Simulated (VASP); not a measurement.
Input of a VASP 6.6.1 run:

File INCAR:

```
PREC = Accurate ; ENCUT = 520
EDIFF = 1E-8 ; ISMEAR = -1
SIGMA = 0.08 ; LREAL = False
LASPH = True ; NELM = 80
ALGO = Normal ; ISIF = 2
LWAVE = False ; LCHARG = False
GGA = PS ; LEFG = True
NBANDS = 16
```

Contents of KPOINTS:

```
Automatic mesh
0
Gamma
  12 12 12
```

File POSCAR:

```
HgTe
1.0
    0.0000000000      2.9312060514      2.9312060514
    2.9312060514      0.0000000000      2.9312060514
    2.9312060514      2.9312060514      0.0000000000
Hg Te
1 1
Direct
    0.0000000000      0.0000000000      0.0000000000
    0.5000000000      0.5000000000      0.5000000000
```

Potentials or basis: VASP PAW PBE potentials, release 64 (Hg, Te).

The run is started by

```console
$ cat potpaw_PBE.64/Hg/POTCAR potpaw_PBE.64/Te/POTCAR > POTCAR
$ mpirun -np 1 vasp_std > vasp.out
```

Question: Predict the band gap on the k mesh.

Answer: Zero (bands 9 and 10 overlap by 3.21 eV).

Question: Estimate the pressure.

Answer: 5.5 GPa.

Caveat: the cell stands under pressure; the PAW data sets were made with another functional, which shifts forces and pressure a little; spin-orbit coupling is left out, which moves the levels of the heavy elements.
